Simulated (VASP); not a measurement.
Here is a VASP 6.6.1 calculation.

The input INCAR:

```
PREC = Accurate ; ENCUT = 600
EDIFF = 1E-6 ; ISMEAR = 0
SIGMA = 0.15 ; LREAL = F
LASPH = T ; NELM = 150
ALGO = Normal ; ISIF = 3
LWAVE = F ; LCHARG = F
ISPIN = 2 ; MAGMOM = 7 7 0 0
LORBIT = 11 ; LMAXMIX = 6
GGA = PE ; IBRION = 2
NSW = 36 ; EDIFFG = -0.08
```

Contents of KPOINTS:

```
Automatic mesh
0
Gamma
  5 5 3
```

File POSCAR:

```
GdN
1.0
    3.5813624100      0.0000000000      0.0000000000
   -1.7906812100      3.1015508300      0.0000000000
    0.0000000000      0.0000000000      6.1570439300
Gd N
2 2
Direct
    0.6666666700      0.3333333300      0.7452700100
    0.3333333300      0.6666666700      0.2547299900
    0.0000000000      0.0000000000      0.0000000000
    0.0000000000      0.0000000000      0.5000000000
```

Potentials or basis: VASP PAW PBE potentials, release 64 (Gd, N).

Run with:

```bash
$ cat potpaw_PBE.64/Gd/POTCAR potpaw_PBE.64/N/POTCAR > POTCAR
$ mpirun -np 1 vasp_std > vasp.out
```

Task: What does it give for the net moment?

Result: 14.00 μB per cell.

Task: What does it give for the band gap on the k mesh?

Result: Zero (filled and empty bands overlap).

Final structure:
```
CELL_PARAMETERS angstrom
3.43858 0.00000 0.00000
-1.71929 2.97790 0.00000
0.00000 0.00000 5.96598
ATOMIC_POSITIONS crystal
Gd 0.66667 0.33333 0.75048
Gd 0.33333 0.66667 0.24952
N 0.00000 0.00000 0.00000
N 0.00000 0.00000 0.50000
```

Caveat: spin-orbit coupling is left out, which moves the levels of the heavy elements; semilocal functionals describe open f shells poorly, which spoils levels, moments and volumes. With open d or f shells a metallic result of PBE can be an artefact of self-interaction; +U or a hybrid may open a gap.
